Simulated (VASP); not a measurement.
Set up this calculation in VASP 6.6.1, as the native input.

| Item | Value |
| --- | --- |
| Task | density of states |
| Functional | PBE |
| Potentials or basis | VASP PAW PBE potentials, release 64 (Co) |
| Cutoff | 520 eV |
| k mesh | 17 × 17 × 17 |
| Occupations | fermi-dirac, width 0.05 eV |
| Spin | collinear spin, ferromagnetic start |
| Starting moments | [1.7] μB |
| Dipole correction | no |
| k mesh for the DOS | 26 × 26 × 26 |
| Occupations for the DOS | tetrahedron |
| Further INCAR settings | ALGO = Normal; EDIFF = 1e-06 |

The system is Co.

```
Co
1.0
     2.34016    0.00000    0.00000
     0.00000    2.34016    0.00000
     0.00000    0.00000    2.34016
Co
1
Direct
  0.00000 0.00000 0.00000
```

One way to write it, as run:

POSCAR

```
Co
1.0
    2.3401639241      0.0000000000      0.0000000000
    0.0000000000      2.3401639241      0.0000000000
    0.0000000000      0.0000000000      2.3401639241
Co
1
Direct
    0.0000000000      0.0000000000      0.0000000000
```

INCAR.step1

```
SYSTEM = Co
ALGO = Normal
EDIFF = 1E-6
ENCUT = 520
GGA = PE
ISIF = 2
ISMEAR = -1
ISPIN = 2
LASPH = .True.
LCHARG = .True.
LMAXMIX = 4
LREAL = .False.
LWAVE = .False.
MAGMOM = 1.7
NBANDS = 14
NELM = 150
PREC = Accurate
SIGMA = 0.05
```

KPOINTS.step1

```
k-points
0
Gamma
  17 17 17
  0 0 0
```

INCAR.step2

```
SYSTEM = Co
ALGO = Normal
EDIFF = 1E-6
ENCUT = 520
GGA = PE
ICHARG = 11
ISIF = 2
ISMEAR = -5
ISPIN = 2
LASPH = .True.
LCHARG = .False.
LMAXMIX = 4
LORBIT = 11
LREAL = .False.
LWAVE = .False.
MAGMOM = 1.7
NEDOS = 2001
NELM = 150
PREC = Accurate
SIGMA = 0.05
```

KPOINTS.step2

```
k-points
0
Gamma
  26 26 26
  0 0 0
```

Potentials or basis: VASP PAW PBE potentials, release 64 (Co).

The run is started by

```sh
$ cat potpaw_PBE.64/Co/POTCAR > POTCAR
$ cp INCAR.step1 INCAR
$ cp KPOINTS.step1 KPOINTS
$ mpirun -np 1 vasp_std > vasp.out
$ cp INCAR.step2 INCAR
$ cp KPOINTS.step2 KPOINTS
$ mpirun -np 1 vasp_std > vasp.out
```

It gave:

```
Net moment                                            : 1.87 μB per cell
Site moments                                          : Co +1.89 μB
Valence electrons inside the program's atomic spheres : Co 8.16
```

Wall time 52 s on 1 thread of Intel(R) Xeon(R) 6975P-C (Granite Rapids), with other jobs on the host, peak memory 0.23 GiB.
